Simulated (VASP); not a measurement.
# GaSi16 (a cell with a defect) in VASP: notebook, part 2 of 2

VASP 6.6.1.

## Step 3: Single point, PBE+D3(BJ), collinear spin, zero start

Contents of INCAR:

```
SYSTEM = GaSi16
PREC = Accurate
ENCUT = 520
EDIFF = 1E-7
ISMEAR = 0
SIGMA = 0.02
LREAL = Auto
LASPH = .TRUE.
NELM = 150
ALGO = Normal
ISIF = 2
LWAVE = .FALSE.
LCHARG = .TRUE.
ISPIN = 2
MAGMOM = 0 0 0 0 0 0 0 0 0 0 0 0 0 0 0 0 0
LORBIT = 11
GGA = PE
IVDW = 12
LELF = .TRUE.
LVHAR = .TRUE.
NBANDS = 56
```

Contents of KPOINTS:

```
regular mesh
0
G
  2 2 2
  0 0 0
```

Contents of POSCAR:

```
GaSi16
1.0
    0.0000000000      5.4300000000      5.4300000000
    5.4300000000      0.0000000000      5.4300000000
    5.4300000000      5.4300000000      0.0000000000
Si Ga
16 1
Direct
    0.0015055249      0.0008338858     -0.0038279926
    0.1227445672      0.1216099448      0.1276878453
    0.0015823204      0.0008464088      0.5011751381
    0.1252264273      0.1246737569      0.6248864641
   -0.0130027624      0.5040001842      0.0042412523
    0.1225778085      0.6272676796      0.1275934622
    0.0014731123      0.4959438306      0.5011265193
    0.1227932781      0.6273776243      0.6218525783
    0.5051024862     -0.0145730203      0.0043838858
    0.6279743094      0.1216094843      0.1276883057
    0.4964084715      0.0008476980      0.5011767956
    0.6281544199      0.1217538674      0.6219534991
    0.5047802947      0.5040031308      0.0042453039
    0.6257393186      0.6241614180      0.1243862799
    0.5051201657      0.5041512891      0.4856231123
    0.6279929098      0.6273774401      0.6218525783
    0.3757590239      0.3741148250      0.8743932781
```

Potentials or basis: VASP PAW PBE potentials, release 64 (Si, Ga_d).

Started as:

```bash
$ cat potpaw_PBE.64/Si/POTCAR potpaw_PBE.64/Ga_d/POTCAR > POTCAR
$ mpirun -np 1 vasp_std > vasp.out
```

OUTCAR:

```text
SYSTEM = GaSi16
   PREC = Accurate
   ENCUT = 520
   EDIFF = 1E-7
   ISMEAR = 0
   LREAL = Auto
   LASPH = .TRUE.
   NELM = 150
   ISIF = 2
   ISPIN = 2
   LORBIT = 11
   GGA = PE
   IVDW = 12
 IVDW          = 12

 ion  position               nearest neighbor table
   1  0.002  0.001  0.996-   4 2.33   2 2.34  10 2.34   6 2.34
   2  0.123  0.122  0.128-   3 2.34   1 2.34   9 2.40   5 2.40  17 2.74
   3  0.002  0.001  0.501-   4 2.33  12 2.34   8 2.34   2 2.34
   4  0.125  0.125  0.625-  11 2.33   3 2.33   7 2.33   1 2.33
   5  0.987  0.504  0.004-  14 2.27   6 2.40   8 2.40   2 2.40  17 2.44
   6  0.123  0.627  0.128-   7 2.34   1 2.34   5 2.40  13 2.40  17 2.75
   7  0.001  0.496  0.501-   4 2.33   8 2.34  16 2.34   6 2.34
   8  0.123  0.627  0.622-   3 2.34   7 2.34  15 2.40   5 2.40  17 2.74
   9  0.505  0.985  0.004-  14 2.27   2 2.40  10 2.40  12 2.40  17 2.44
  10  0.628  0.122  0.128-  11 2.34   1 2.34   9 2.40  13 2.40  17 2.74
  11  0.496  0.001  0.501-   4 2.33  12 2.34  16 2.34  10 2.34
  12  0.628  0.122  0.622-   3 2.34  11 2.34  15 2.40   9 2.40  17 2.74
  13  0.505  0.504  0.004-  14 2.27   6 2.40  10 2.40  16 2.40  17 2.44
  14  0.626  0.624  0.124-  15 2.26   5 2.27  13 2.27   9 2.27
  15  0.505  0.504  0.486-  14 2.26   8 2.40  16 2.40  12 2.40  17 2.44
  16  0.628  0.627  0.622-  11 2.34   7 2.34  15 2.40  13 2.40  17 2.74
  17  0.376  0.374  0.874-   9 2.44  13 2.44   5 2.44  15 2.44  12 2.74  16 2.74   8 2.74  10 2.74
                             2 2.74   6 2.75

  LATTYP: Found a face centered cubic cell.
 ALAT       =    10.8600000000

  Lattice vectors:

 A1 = (   0.0000000000,   5.4300000000,   5.4300000000)
 A2 = (   5.4300000000,   0.0000000000,   5.4300000000)
 A3 = (   5.4300000000,   5.4300000000,   0.0000000000)

Analysis of symmetry for initial positions (statically):
=====================================================================
 Subroutine PRICEL returns:
 Original cell was already a primitive cell.

 Routine SETGRP: Setting up the symmetry group for a
 face centered cubic supercell.

 Subroutine GETGRP returns: Found  1 space group operations
[... 628 lines left out ...]

 spin component 2

 k-point     1 :       0.0000    0.0000    0.0000
  band No.  band energies     occupation
      1      -8.6905      1.00000
      2      -8.6905      1.00000
      3      -8.6904      1.00000
      4      -8.6715      1.00000
      5      -8.6714      1.00000
      6      -6.1616      1.00000
[... 413 lines left out ...]
     49      10.3080      0.00000
     50      10.4811      0.00000
 [bands above 50 left out]

------------------------ aborting loop because EDIFF is reached ----------------------------------------

 Edisp (eV)   -5.62360

 E8    (eV) :    -2.3457

  FORCE on cell =-STRESS in cart. coord.  units (eV):
  Direction    XX          YY          ZZ          XY          YZ          ZX
  --------------------------------------------------------------------------------------
  -------------------------------------------------------------------------------------
  Total       6.58926     6.57159     6.57144    -0.00219     0.02420     0.00195
  in kB      32.96989    32.88149    32.88073    -0.01097     0.12110     0.00974
  external pressure =       32.91 kB  Pullay stress =        0.00 kB

 VOLUME and BASIS-vectors are now :
 -----------------------------------------------------------------------------
  energy-cutoff  :      520.00
  volume of cell :      320.21
      direct lattice vectors                 reciprocal lattice vectors
     0.000000000  5.430000000  5.430000000    -0.092081031  0.092081031  0.092081031
     5.430000000  0.000000000  5.430000000     0.092081031 -0.092081031  0.092081031
     5.430000000  5.430000000  0.000000000     0.092081031  0.092081031 -0.092081031

 POSITION                                       TOTAL-FORCE (eV/Angst)
 -----------------------------------------------------------------------------------
      5.41374      5.41739      0.01270        -0.008333     -0.000722      0.000628
      1.35369      1.35985      1.32685        -0.001270     -0.005976     -0.006827
      2.72598      2.72997      0.01319        -0.000245      0.001985      0.005687
      4.07011      4.07311      1.35696         0.009131      0.001041     -0.001157
      2.75975      5.38243      8.09612         0.000188     -0.001859     -0.002845
      4.09890      1.35843      4.07166         0.009926     -0.002363      0.002361
[... 9 lines left out ...]
      6.78332      6.78666      6.81666         0.001883      0.005673      0.005959
      6.77940      6.78833      4.07181         0.003371     -0.000618      0.000698
 -----------------------------------------------------------------------------------
    total drift:                                0.002795     -0.001253      0.002228

  FREE ENERGIE OF THE ION-ELECTRON SYSTEM (eV)
  ---------------------------------------------------
  free  energy   TOTEN  =       -91.2831133729 eV

  energy  without entropy=      -91.2802936604  energy(sigma->0) =      -91.28170352

 total charge

# of ion       s       p       d       tot
------------------------------------------
    1        0.746   0.955   0.000   1.701
    2        0.745   0.930   0.000   1.675
    3        0.746   0.955   0.000   1.701
    4        0.736   0.969   0.000   1.705
    5        0.757   0.942   0.000   1.699
    6        0.745   0.930   0.000   1.675
[... 9 lines left out ...]
   16        0.745   0.930   0.000   1.675
   17        1.085   0.714  10.057  11.856
--------------------------------------------------
tot         13.060  15.858  10.057  38.975

 magnetization (x)

# of ion       s       p       d       tot
------------------------------------------
    1       -0.000  -0.000   0.000  -0.000
    2        0.000   0.000   0.000   0.000
    3       -0.000  -0.000   0.000  -0.000
    4        0.000   0.000   0.000   0.000
    5       -0.000  -0.000   0.000  -0.000
    6       -0.000  -0.000   0.000  -0.000
[... 9 lines left out ...]
   16        0.000   0.000   0.000   0.000
   17        0.000   0.000  -0.000   0.000
--------------------------------------------------
tot         -0.000  -0.000  -0.000  -0.000
```

OSZICAR:

```text
N       E                     dE             d eps       ncg     rms          rms(c)
DAV:   1     0.339822468486E+03    0.33982E+03   -0.29413E+04  1792   0.126E+03
DAV:   2    -0.378580709751E+02   -0.37768E+03   -0.34724E+03  2040   0.247E+02
DAV:   3    -0.848846538301E+02   -0.47027E+02   -0.44362E+02  2144   0.894E+01
[... 14 lines left out ...]
DAV:  18    -0.856595179347E+02   -0.21491E-06   -0.55846E-07  1904   0.141E-03    0.108E-03
DAV:  19    -0.856595181910E+02   -0.25630E-06   -0.38658E-07  1856   0.129E-03    0.121E-03
DAV:  20    -0.856595179099E+02    0.28105E-06   -0.53360E-07  1888   0.143E-03    0.105E-03
DAV:  21    -0.856595174644E+02    0.44554E-06   -0.54846E-06  2072   0.310E-03    0.649E-04
DAV:  22    -0.856595173578E+02    0.10663E-06   -0.19378E-06  2216   0.242E-03    0.357E-04
DAV:  23    -0.856595173701E+02   -0.12348E-07   -0.13243E-07  1592   0.958E-04
   1 F= -.91283113E+02 E0= -.91281704E+02  d E =-.281971E-02  mag=     0.0000
```

Run time: 25 min. Hardware: 1 thread of Intel Xeon 8259CL, shared host; peak memory 0.74 GiB.

Results:

| Quantity | Value |
| --- | --- |
| Free energy | -91.2831 eV |
| Pressure | 3.3 GPa |
| Largest force | 0.012 eV/Å |
| Net moment | 0.00 μB per cell |
| Valence electrons inside the program's atomic spheres | Si 1.70, 1.68, 1.71, 1.76 (each value once); Ga 11.86 |
| Dispersion energy per atom | -0.331 eV |

Forces in eV/Å, atoms in the order of the input:
```
Si  -0.008 -0.001  0.001
Si  -0.001 -0.006 -0.007
Si   0.000  0.002  0.006
Si   0.009  0.001 -0.001
Si   0.000 -0.002 -0.003
Si   0.010 -0.002  0.002
Si  -0.012  0.002 -0.002
Si   0.002 -0.006 -0.006
Si  -0.002  0.002 -0.002
Si  -0.001  0.007  0.006
Si   0.000 -0.005 -0.002
Si  -0.007  0.001 -0.001
Si   0.000  0.003  0.002
Si   0.006 -0.002  0.001
Si  -0.001  0.000  0.000
Si   0.002  0.006  0.006
Ga   0.003 -0.001  0.001
```

Levels at points of the mesh, in eV from the Fermi level:
Spin up:
| k point | band 34 | band 35 | band 36 | band 37 | band 38 | band 39 | band 40 | band 41 | band 42 | band 43 |
| --- | --- | --- | --- | --- | --- | --- | --- | --- | --- | --- |
| (0.00, 0.00, 0.00) | -1.76 | -1.76 | -0.72 | -0.72 | -0.72 | -0.17 | -0.17 | -0.17 | 0.00 | 0.00 |
| (0.50, 0.00, 0.00) | -1.48 | -1.48 | -1.45 | -1.44 | -1.11 | 0.13 | 0.60 | 0.60 | 0.87 | 0.87 |
| (0.00, 0.50, 0.00) | -1.48 | -1.48 | -1.45 | -1.45 | -1.11 | 0.13 | 0.61 | 0.61 | 0.87 | 0.87 |
| (0.00, 0.00, 0.50) | -1.48 | -1.48 | -1.45 | -1.45 | -1.11 | 0.13 | 0.61 | 0.61 | 0.87 | 0.87 |
| (0.50, 0.50, 0.50) | -1.48 | -1.48 | -1.45 | -1.44 | -1.11 | 0.13 | 0.60 | 0.60 | 0.87 | 0.87 |
| (0.50, 0.50, 0.00) | -2.07 | -2.07 | -1.98 | -1.92 | -0.66 | 0.27 | 1.12 | 1.23 | 1.34 | 1.34 |
| (0.00, 0.50, 0.50) | -2.08 | -2.07 | -1.98 | -1.92 | -0.66 | 0.27 | 1.12 | 1.23 | 1.34 | 1.34 |
| (0.50, 0.00, 0.50) | -2.07 | -2.07 | -1.98 | -1.92 | -0.66 | 0.27 | 1.12 | 1.23 | 1.34 | 1.34 |
Spin down:
```tsv
k point	band 34	band 35	band 36	band 37	band 38	band 39	band 40	band 41	band 42	band 43
(0.00, 0.00, 0.00)	-1.76	-1.76	-0.72	-0.72	-0.72	-0.17	-0.17	-0.17	0.00	0.00
(0.50, 0.00, 0.00)	-1.48	-1.48	-1.45	-1.44	-1.11	0.13	0.60	0.60	0.87	0.87
(0.00, 0.50, 0.00)	-1.48	-1.48	-1.45	-1.45	-1.11	0.13	0.61	0.61	0.87	0.87
(0.00, 0.00, 0.50)	-1.48	-1.48	-1.45	-1.45	-1.11	0.13	0.61	0.61	0.87	0.87
(0.50, 0.50, 0.50)	-1.48	-1.48	-1.45	-1.44	-1.11	0.13	0.60	0.60	0.87	0.87
(0.50, 0.50, 0.00)	-2.07	-2.07	-1.98	-1.92	-0.66	0.27	1.12	1.23	1.34	1.34
(0.00, 0.50, 0.50)	-2.08	-2.07	-1.98	-1.92	-0.66	0.27	1.12	1.23	1.34	1.34
(0.50, 0.00, 0.50)	-2.07	-2.07	-1.98	-1.92	-0.66	0.27	1.12	1.23	1.34	1.34
```

Caveat: the k points lie up to 0.50 Å⁻¹ apart; no moment was typed at the start, so none could form.

## Step 4: Single point, PBE+D3(BJ), collinear spin

Contents of INCAR:

```
SYSTEM = GaSi16
ALGO = Normal ; EDIFF = 1E-6
ENCUT = 520 ; GGA = PE
ISIF = 2 ; ISMEAR = 0
ISPIN = 2 ; IVDW = 12
LASPH = .TRUE. ; LCHARG = .FALSE.
LORBIT = 11 ; LREAL = Auto
LWAVE = .FALSE. ; MAGMOM = 0 0 0 0 0 0 0 0 0 0 0 0 0 0 0 0 1
NBANDS = 56 ; NELM = 150
PREC = Accurate ; SIGMA = 0.02
```

Contents of KPOINTS:

```
k-points
0
G
  2 2 2
  0 0 0
```

Contents of POSCAR:

```
GaSi16
1.0
    0.0000000000      5.4300000000      5.4300000000
    5.4300000000      0.0000000000      5.4300000000
    5.4300000000      5.4300000000      0.0000000000
Si Ga
16 1
Direct
   -0.0000410156     -0.0005668376      0.0007732212
    0.1203623060      0.1201630953      0.1208863052
   -0.0029141511     -0.0029416297      0.5032660056
    0.1202486056      0.1200245955      0.6395267055
   -0.0028245429      0.5024396914     -0.0023321472
    0.1204604071      0.6381592952      0.1209609292
   -0.0028597299      0.5023790903      0.5033281909
    0.1286810241      0.6235669733      0.6241201090
    0.5027094757     -0.0029247951     -0.0024048271
    0.6387219267      0.1201288534      0.1208620482
    0.5026514503     -0.0029653109      0.5032395886
    0.6236341196      0.1286031229      0.6241284895
    0.5027769458      0.5024103268     -0.0023535310
    0.6236425111      0.6235830628      0.1291294547
    0.4999162531      0.4997722482      0.5004154842
    0.6236320669      0.6235673635      0.6241228934
    0.2499603975      0.2493837848      1.2508317299
```

Started as:

```bash
$ cat potpaw_PBE.64/Si/POTCAR potpaw_PBE.64/Ga_d/POTCAR > POTCAR
$ mpirun -np 1 vasp_std > vasp.out
```

Wall time 10 min (1 thread of Intel Xeon 8259CL, shared host); peak memory 0.69 GiB.

Results (log left out):

```yaml
Free_energy: -91.2852 eV
Pressure: 3.3 GPa
Largest_force: 0.010 eV/Å
Net_moment: 0.25 μB per cell
Valence_electrons_inside_the_program's_atomic_spheres: Si 1.76, 1.70, 1.68, 1.71 (each value once); Ga 11.86
Dispersion_energy_per_atom: -0.331 eV
```

Forces in eV/Å, atoms in the order of the input:
```
Si  -0.002 -0.001  0.002
Si  -0.001 -0.001 -0.001
Si  -0.003  0.003 -0.007
Si   0.001  0.000 -0.001
Si   0.002 -0.007  0.001
Si   0.003 -0.002  0.002
Si   0.007 -0.001  0.002
Si  -0.004  0.007  0.000
Si  -0.006  0.002 -0.003
Si  -0.002  0.000  0.002
Si  -0.002  0.007 -0.003
Si   0.006 -0.003  0.005
Si   0.003 -0.001  0.007
Si   0.002  0.007 -0.006
Si   0.000 -0.008  0.006
Si  -0.005  0.000 -0.007
Ga   0.000 -0.003  0.002
```

Levels at points of the mesh, in eV from the Fermi level:
Spin up:
| k point | band 35 | band 36 | band 37 | band 38 | band 39 | band 40 | band 41 | band 42 |
| --- | --- | --- | --- | --- | --- | --- | --- | --- |
| (0.00, 0.00, 0.00) | -1.77 | -0.73 | -0.72 | -0.72 | -0.18 | -0.18 | -0.18 | -0.04 |
| (0.50, 0.00, 0.00) | -1.48 | -1.45 | -1.45 | -1.12 | 0.12 | 0.58 | 0.59 | 0.85 |
| (0.00, 0.50, 0.00) | -1.49 | -1.45 | -1.45 | -1.12 | 0.13 | 0.58 | 0.58 | 0.86 |
| (0.00, 0.00, 0.50) | -1.49 | -1.45 | -1.45 | -1.12 | 0.13 | 0.59 | 0.59 | 0.85 |
| (0.50, 0.50, 0.50) | -1.49 | -1.45 | -1.45 | -1.12 | 0.13 | 0.58 | 0.59 | 0.85 |
| (0.50, 0.50, 0.00) | -2.08 | -1.98 | -1.92 | -0.67 | 0.25 | 1.11 | 1.22 | 1.33 |
| (0.00, 0.50, 0.50) | -2.08 | -1.98 | -1.92 | -0.67 | 0.25 | 1.11 | 1.22 | 1.33 |
| (0.50, 0.00, 0.50) | -2.08 | -1.98 | -1.92 | -0.67 | 0.25 | 1.11 | 1.22 | 1.33 |
Spin down:
| k point | band 35 | band 36 | band 37 | band 38 | band 39 | band 40 | band 41 | band 42 |
| --- | --- | --- | --- | --- | --- | --- | --- | --- |
| (0.00, 0.00, 0.00) | -1.76 | -0.72 | -0.72 | -0.72 | -0.17 | -0.17 | -0.17 | 0.04 |
| (0.50, 0.00, 0.00) | -1.48 | -1.44 | -1.44 | -1.11 | 0.14 | 0.62 | 0.63 | 0.89 |
| (0.00, 0.50, 0.00) | -1.48 | -1.44 | -1.44 | -1.11 | 0.14 | 0.62 | 0.62 | 0.89 |
| (0.00, 0.00, 0.50) | -1.48 | -1.44 | -1.44 | -1.11 | 0.14 | 0.63 | 0.63 | 0.89 |
| (0.50, 0.50, 0.50) | -1.48 | -1.44 | -1.44 | -1.11 | 0.14 | 0.62 | 0.63 | 0.89 |
| (0.50, 0.50, 0.00) | -2.07 | -1.97 | -1.91 | -0.65 | 0.29 | 1.13 | 1.24 | 1.35 |
| (0.00, 0.50, 0.50) | -2.07 | -1.97 | -1.91 | -0.65 | 0.29 | 1.13 | 1.24 | 1.35 |
| (0.50, 0.00, 0.50) | -2.07 | -1.97 | -1.91 | -0.65 | 0.29 | 1.13 | 1.24 | 1.35 |

Caveat: the k points lie up to 0.50 Å⁻¹ apart.

## Step 5: The runs side by side

```tsv
spin	cell	gap on the mesh (eV)	pressure (GPa)	moment (μB)	largest force (eV/Å)
collinear, zero start	as given, atomic positions A	none	3.3	0.25	0.01
collinear, zero start	as given, atomic positions B	none	3.3	0.00	0.01
collinear	as given, atomic positions A	none	3.3	0.25	0.01
```

Alike in all rows: task single point; level PBE+D3(BJ); potentials or basis VASP PAW PBE potentials, release 64 (Si, Ga_d); k mesh 2 × 2 × 2; cutoff (eV) 520; smearing gaussian 0.02 eV.

Caveats: all runs use coarse meshes; no moment was typed at the start, so none could form (at least some runs).

Absolute energies hang on the potentials; compare differences alone.
